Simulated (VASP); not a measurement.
# HfN (F-43m) in VASP: settings compared

Aim: see how the results for HfN move with the level of theory and the settings. Levels: LDA+U, LDA. Tasks: single point, relaxation of cell and atoms.

All numbers are computed with VASP 6.6.1; they aren't measurements. Logs are shortened: lines on timing, memory, paths and dates and some standing lists are left out, and cuts for length are marked.

## Step 1: The cell of the first run

Symmetry: F-43m, No. 216, cubic system. The conventional cell has a = 4.901 Å, b = 4.901 Å, c = 4.901 Å, α = 90.00°, β = 90.00°, γ = 90.00°. Within 2.8 Å of Hf (site symmetry -43m) lie 4 N at 2.12 Å. N (site symmetry -43m) has 4 Hf at 2.12 Å within 2.8 Å.

## Step 2: Single point, LDA+U

INCAR

```
SYSTEM = HfN
  PREC = Accurate
  ENCUT = 520
  EDIFF = 1E-6
  ISMEAR = -1
  SIGMA = 0.05
  LREAL = .False.
  LASPH = .True.
  NELM = 150
  ALGO = Normal
  ISIF = 2
  LWAVE = .False.
  LCHARG = .True.
  LMAXMIX = 4
  LDAU = .True.
  LDAUTYPE = 2
  LDAUL = 2 -1
  LDAUU = 6 0
  LDAUJ = 0 0
  LDAUPRINT = 1
  GGA = CA
  LELF = .True.
  LVHAR = .True.
  NBANDS = 14
```

KPOINTS

```
Automatic mesh
0
Gamma
  9 9 9
  0 0 0
```

POSCAR

```
HfN
1.0
    0.0000000000      2.4506982768      2.4506982768
    2.4506982768      0.0000000000      2.4506982768
    2.4506982768      2.4506982768      0.0000000000
Hf N
1 1
Direct
    0.0000000000      0.0000000000      0.0000000000
    0.2500000000      0.2500000000      0.2500000000
```

Potentials or basis: VASP PAW LDA potentials, release 64 (Hf_pv, N).

Launch:

```
> cat potpaw_LDA.64/Hf_pv/POTCAR potpaw_LDA.64/N/POTCAR > POTCAR
> mpirun -np 1 vasp_std > vasp.out
```

OUTCAR:

```text
SYSTEM = HfN
   PREC = Accurate
   ENCUT = 520
   EDIFF = 1E-6
   ISMEAR = -1
   LREAL = .False.
   LASPH = .True.
   NELM = 150
   ISIF = 2
   GGA = CA

 ion  position               nearest neighbor table
   1  0.000  0.000  0.000-   2 2.12   2 2.12   2 2.12   2 2.12
   2  0.250  0.250  0.250-   1 2.12   1 2.12   1 2.12   1 2.12

  LATTYP: Found a face centered cubic cell.
 ALAT       =     4.9013965536

  Lattice vectors:

 A1 = (   0.0000000000,   2.4506982768,   2.4506982768)
 A2 = (   2.4506982768,   0.0000000000,   2.4506982768)
 A3 = (   2.4506982768,   2.4506982768,   0.0000000000)

Analysis of symmetry for initial positions (statically):
=====================================================================
 Subroutine PRICEL returns:
 Original cell was already a primitive cell.

 Routine SETGRP: Setting up the symmetry group for a
 face centered cubic supercell.

 Subroutine GETGRP returns: Found 24 space group operations
 (whereof 24 operations were pure point group operations)
 out of a pool of 48 trial point group operations.

The static configuration has the point symmetry T_d .

Analysis of symmetry for dynamics (positions and initial velocities):
=====================================================================
 Subroutine PRICEL returns:
 Original cell was already a primitive cell.

 Routine SETGRP: Setting up the symmetry group for a
 face centered cubic supercell.

 Subroutine GETGRP returns: Found 24 space group operations
 (whereof 24 operations were pure point group operations)
 out of a pool of 48 trial point group operations.

The dynamic configuration has the point symmetry T_d .

 Subroutine INISYM returns: Found 24 space group operations
 (whereof 24 operations are pure point group operations),
 and found     1 'primitive' translations

----------------------------------------------------------------------------------------

                                     Primitive cell

  volume of cell :      29.4374

  direct lattice vectors                    reciprocal lattice vectors
     0.000000000  2.450698277  2.450698277    -0.204023484  0.204023484  0.204023484
     2.450698277  0.000000000  2.450698277     0.204023484 -0.204023484  0.204023484
     2.450698277  2.450698277  0.000000000     0.204023484  0.204023484 -0.204023484

  length of vectors
     3.465810740  3.465810740  3.465810740     0.353379040  0.353379040  0.353379040

  position of ions in fractional coordinates (direct lattice)
     0.000000000  0.000000000  0.000000000
     0.250000000  0.250000000  0.250000000

  ion indices of the primitive-cell ions
   primitive index   ion index
                 1           1
                 2           2

----------------------------------------------------------------------------------------

 KPOINTS: Automatic mesh

Automatic generation of k-mesh.
 Grid dimensions read from file:
 generate k-points for:    9    9    9

 Generating k-lattice:

  Cartesian coordinates                     Fractional coordinates (reciprocal lattice)
    -0.022669276  0.022669276  0.022669276     0.111111111  0.000000000  0.000000000
     0.022669276 -0.022669276  0.022669276     0.000000000  0.111111111  0.000000000
     0.022669276  0.022669276 -0.022669276     0.000000000  0.000000000  0.111111111

  Length of vectors
     0.039264338  0.039264338  0.039264338

  Shift w.r.t. Gamma in fractional coordinates (k-lattice)
     0.000000000  0.000000000  0.000000000

 Subroutine IBZKPT returns following result:
 ===========================================

 Found     35 irreducible k-points:

 Following reciprocal coordinates:
            Coordinates               Weight
  0.000000  0.000000  0.000000      1.000000
  0.111111  0.000000  0.000000      8.000000
  0.222222  0.000000  0.000000      8.000000
  0.333333  0.000000  0.000000      8.000000
  0.444444  0.000000  0.000000      8.000000
  0.111111  0.111111  0.000000      6.000000
[... 16 lines left out ...]
 -0.333333  0.333333  0.000000     12.000000
  0.444444  0.444444  0.000000      6.000000
 [... further k-points ...]
   k-points           NKPTS =     35   k-points in BZ     NKDIM =     35   number of bands    NBANDS=     14
   number of dos      NEDOS =    301   number of ions     NIONS =      2
   total plane-waves  NPLWV =  21952
   dimension x,y,z NGX =    28 NGY =   28 NGZ =   28
   dimension x,y,z NGXF=    56 NGYF=   56 NGZF=   56
   ions per type =               1   1
   NGX,Y,Z   is equivalent  to a cutoff of  13.43, 13.43, 13.43 a.u.
   NGXF,Y,Z  is equivalent  to a cutoff of  26.86, 26.86, 26.86 a.u.
 SYSTEM =  HfN
   PREC   = accura    normal or accurate (medium, high low for compatibility)
   ISTART =      0    job   : 0-new  1-cont  2-samecut
   ICHARG =      2    charge: 1-file 2-atom 10-const
   ISPIN  =      1    spin polarized calculation?
   LNONCOLLINEAR =      F non collinear calculations
   LSORBIT =      F    spin-orbit coupling
   LASPH  =      T    aspherical Exc in radial PAW
   ENCUT  =  520.0 eV  38.22 Ry    6.18 a.u.   6.44  6.44  6.44*2*pi/ulx,y,z
   NELM   =    150;   NELMIN=  2; NELMDL= -5     # of ELM steps
   EDIFF  = 0.1E-05   stopping-criterion for ELM
   LREAL  =      F    real-space projection
   EDIFFG = 0.1E-04   stopping-criterion for IOM
   NSW    =      0    number of steps for IOM
   IBRION =     -1    ionic relax: 0-MD 1-quasi-New 2-CG
   NFREE  =      0    steps in history (QN), initial steepest desc. (CG)
   ISIF   =      2    stress and relaxation
   ISYM   =      2    0-nonsym 1-usesym 2-fastsym
   POTIM  = 0.5000    time-step for ionic-motion
   TEBEG  =    0.0;   TEEND  =   0.0 temperature during run
   PSTRESS=    0.0 pullay stress
   NELECT =      15.0000    total number of electrons
   NUPDOWN=      -1.0000    fix difference up-down
   EMIN   =  10.00;   EMAX   =-10.00  energy-range for DOS
   EFERMI =   0.00;   METHOD = LEGACY
   ISMEAR =    -1;   SIGMA  =   0.05  broadening in eV -4-tet -1-fermi 0-gaus
   EFERMI_NEDOS =   21; number of points for ismear=-14 and -15
   IALGO  =     38    algorithm
   IMIX   =      4    mixing-type and parameters
     AMIX     =   0.40;   BMIX     =  1.00
     AMIX_MAG =   1.60;   BMIX_MAG =  1.00
  volume/ion in A,a.u.               =      14.72        99.33
  Fermi-wavevector in a.u.,A,eV,Ry     =   1.307591  2.470990 23.263179  1.709795
  Thomas-Fermi vector in A             =   2.438316
   LORBIT       =      0    0 simple, 1 ext, 2 COOP (PROOUT), +10 PAW based schemes
 LDA+U is selected, type is set to LDAUTYPE =  2
   angular momentum for each species LDAUL =     2   -1
   U (eV)           for each species LDAUU =   6.0  0.0
   J (eV)           for each species LDAUJ =   0.0  0.0
   GGA     = CA    functional components
   LHFCALC =     F    Hartree Fock is set to
   AEXX    =    0.0000 exact exchange contribution
   IVDW    =     0    specifies the selected vdW correction
   LEPSILON=     F    determine dielectric tensor
   LRPA    =     F    only Hartree local field effects (RPA)
 non-spin polarized calculation
  energy-cutoff  :      520.00
  volume of cell :       29.44
 maximum number of plane-waves:       821
 NGX is ok and might be reduce to    28
   NGX = 13   NGY = 13   NGZ = 13

atom =   1  type =  1  l = 2

 onsite density matrix

spin component  1

  0.2038 -0.0000 -0.0000 -0.0000 -0.0000
 -0.0000  0.2038 -0.0000 -0.0000 -0.0000
 -0.0000 -0.0000  0.0704 -0.0000  0.0000
 -0.0000 -0.0000 -0.0000  0.2038  0.0000
 -0.0000 -0.0000  0.0000  0.0000  0.0704

spin component  2

  0.2038 -0.0000 -0.0000 -0.0000 -0.0000
 -0.0000  0.2038 -0.0000 -0.0000 -0.0000
 -0.0000 -0.0000  0.0704 -0.0000  0.0000
 -0.0000 -0.0000 -0.0000  0.2038  0.0000
 -0.0000 -0.0000  0.0000  0.0000  0.0704

 occupancies and eigenvectors

  o =  0.0704  v =  0.0000 -0.0000 -0.9948 -0.0000  0.1019  0.0000  0.0000  0.0000  0.0000  0.0000      0.0000  0.0000  0.0000  0.0000  0.0000  0.0000  0.0000  0.0000  0.0000  0.0000
  o =  0.0704  v =  0.0000  0.0000  0.0000  0.0000  0.0000  0.0000 -0.0000 -0.9948 -0.0000  0.1019      0.0000  0.0000  0.0000  0.0000  0.0000  0.0000  0.0000  0.0000  0.0000  0.0000
  o =  0.0704  v =  0.0000 -0.0000 -0.1019 -0.0000 -0.9948  0.0000  0.0000  0.0000  0.0000  0.0000      0.0000  0.0000  0.0000  0.0000  0.0000  0.0000  0.0000  0.0000  0.0000  0.0000
  o =  0.0704  v =  0.0000  0.0000  0.0000  0.0000  0.0000  0.0000 -0.0000 -0.1019 -0.0000 -0.9948      0.0000  0.0000  0.0000  0.0000  0.0000  0.0000  0.0000  0.0000  0.0000  0.0000
  o =  0.2038  v =  0.0000  0.0000  0.0000  0.0000  0.0000  0.0000 -0.9999  0.0000  0.0112  0.0000      0.0000  0.0000  0.0000  0.0000  0.0000  0.0000  0.0000  0.0000  0.0000  0.0000
  o =  0.2038  v =  0.0000 -0.9999  0.0000  0.0112  0.0000  0.0000  0.0000  0.0000  0.0000  0.0000      0.0000  0.0000  0.0000  0.0000  0.0000  0.0000  0.0000  0.0000  0.0000  0.0000
  o =  0.2038  v =  1.0000  0.0000  0.0000  0.0000  0.0000  0.0000  0.0000  0.0000  0.0000  0.0000      0.0000  0.0000  0.0000  0.0000  0.0000  0.0000  0.0000  0.0000  0.0000  0.0000
  o =  0.2038  v =  0.0000  0.0000  0.0000  0.0000  0.0000  1.0000  0.0000  0.0000  0.0000  0.0000      0.0000  0.0000  0.0000  0.0000  0.0000  0.0000  0.0000  0.0000  0.0000  0.0000
  o =  0.2038  v =  0.0000  0.0112 -0.0000  0.9999 -0.0000  0.0000  0.0000  0.0000  0.0000  0.0000      0.0000  0.0000  0.0000  0.0000  0.0000  0.0000  0.0000  0.0000  0.0000  0.0000
  o =  0.2038  v =  0.0000  0.0000  0.0000  0.0000  0.0000  0.0000  0.0112 -0.0000  0.9999 -0.0000      0.0000  0.0000  0.0000  0.0000  0.0000  0.0000  0.0000  0.0000  0.0000  0.0000

 number of electron      15.0000001 magnetization

 Free energy of the ion-electron system (eV)
  ---------------------------------------------------
  ext. energy  EPLUGINS =         0.00000000
  ---------------------------------------------------
  free energy    TOTEN  =       -19.07899473 eV

  energy without entropy =      -19.07258463  energy(sigma->0) =      -19.07578968

 E-fermi :   6.3294     XC(G=0): -11.5572

 val. band max:        6.3259264917   @ k =   0.3333   0.2222   0.0000
 cond. band min:       6.6112861511   @ k =  -0.4444   0.2222   0.1111
 fundamental gap:      0.2853596594
 Fermi energy:         6.3293782282

 k-point     1 :       0.0000    0.0000    0.0000
  band No.  band energies     occupation
      1     -25.8638      2.00000
      2     -25.8638      2.00000
      3     -25.8638      2.00000
      4     -10.0147      2.00000
      5       0.9073      2.00000
      6       0.9073      2.00000
      7       0.9073      2.00000
      8       5.1061      2.00000
      9       9.5373      0.00000
     10       9.5373      0.00000
     11      12.9164      0.00000
     12      12.9164      0.00000
     13      12.9164      0.00000
     14      16.2669      0.00000

 k-point     2 :       0.1111    0.0000    0.0000
  band No.  band energies     occupation
      1     -25.9198      2.00000
      2     -25.8711      2.00000
      3     -25.8711      2.00000
      4      -9.8556      2.00000
      5       0.5761      2.00000
      6       0.9888      2.00000
      7       0.9888      2.00000
      8       5.7861      1.99996
      9       9.2552      0.00000
     10       9.2552      0.00000
     11      12.5952      0.00000
     12      13.3102      0.00000
     13      13.3102      0.00000
     14      16.2640      0.00000

 k-point     3 :       0.2222    0.0000    0.0000
  band No.  band energies     occupation
      1     -26.0583      2.00000
      2     -25.8895      2.00000
      3     -25.8895      2.00000
      4      -9.4616      2.00000
      5       0.1071      2.00000
      6       1.1821      2.00000
      7       1.1821      2.00000
      8       7.0951      0.00000
      9       8.9274      0.00000
     10       8.9274      0.00000
     11      12.0086      0.00000
     12      13.6310      0.00000
     13      13.6310      0.00000
     14      14.9345      0.00000
[... 324 lines left out ...]
 k-point    23 :      -0.3333    0.3333    0.0000
  band No.  band energies     occupation
      1     -26.2240      2.00000
      2     -26.1228      2.00000
      3     -25.9693      2.00000
      4      -8.4022      2.00000
      5       0.3687      2.00000
      6       1.1948      2.00000
      7       2.0305      2.00000
      8       5.5667      2.00000
      9       9.0381      0.00000
     10       9.0661      0.00000
     11      12.8126      0.00000
     12      13.0435      0.00000
     13      14.1509      0.00000
     14      16.0782      0.00000

 k-point    24 :       0.4444    0.4444    0.0000
  band No.  band energies     occupation
      1     -26.3022      2.00000
      2     -26.0161      2.00000
      3     -26.0161      2.00000
      4      -8.3521      2.00000
      5      -0.7609      2.00000
      6       2.4284      2.00000
      7       2.4284      2.00000
      8       5.0495      2.00000
      9       8.8465      0.00000
     10      11.4006      0.00000
     11      11.4006      0.00000
     12      11.4317      0.00000
     13      14.9614      0.00000
     14      16.2762      0.00000

 [... further k-points ...]
[... 5 lines left out ...]
  --------------------------------------------------------------------------------------
  -------------------------------------------------------------------------------------
  Total        1.6343254      1.6343254      1.6343254      0.0000000     -0.0000000     -0.0000000
  in kB       88.9507426     88.9507426     88.9507426      0.0000000     -0.0000000     -0.0000000
  external PRESSURE =      88.9507426 kB  Pullay stress =       0.0000000 kB

 VOLUME and BASIS-vectors are now :
 -----------------------------------------------------------------------------
  energy-cutoff  :      520.00
  volume of cell :       29.44
      direct lattice vectors                 reciprocal lattice vectors
     0.000000000  2.450698277  2.450698277    -0.204023484  0.204023484  0.204023484
     2.450698277  0.000000000  2.450698277     0.204023484 -0.204023484  0.204023484
     2.450698277  2.450698277  0.000000000     0.204023484  0.204023484 -0.204023484

 POSITION                                       TOTAL-FORCE (eV/Angst)
 -----------------------------------------------------------------------------------
      0.00000      0.00000      0.00000         0.000000     -0.000000      0.000000
      1.22535      1.22535      1.22535        -0.000000      0.000000     -0.000000
 -----------------------------------------------------------------------------------
    total drift:                               -0.000000     -0.000000     -0.000000

  FREE ENERGIE OF THE ION-ELECTRON SYSTEM (eV)
  ---------------------------------------------------
  free  energy   TOTEN  =       -19.0789947285 eV

  energy  without entropy=      -19.0725846341  energy(sigma->0) =      -19.07578968
```

Run time: 14 s. Hardware: 1 thread of Intel Xeon 6975P-C, shared host; peak memory 0.15 GiB.

What came out:

```yaml
Free_energy: -19.0790 eV
Pressure: 8.9 GPa
```

Eigenvalues of the final occupation matrices:
```tsv
site	spin	trace	eigenvalues
site 1 d	1	0.75	0.07 0.07 0.20 0.20 0.20
site 1 d	2	0.75	0.07 0.07 0.20 0.20 0.20
```

Caveat: spin-orbit coupling is left out, which moves the levels of the heavy elements; U without spin polarisation on a metal has little footing.

[end of part 1 of 2]
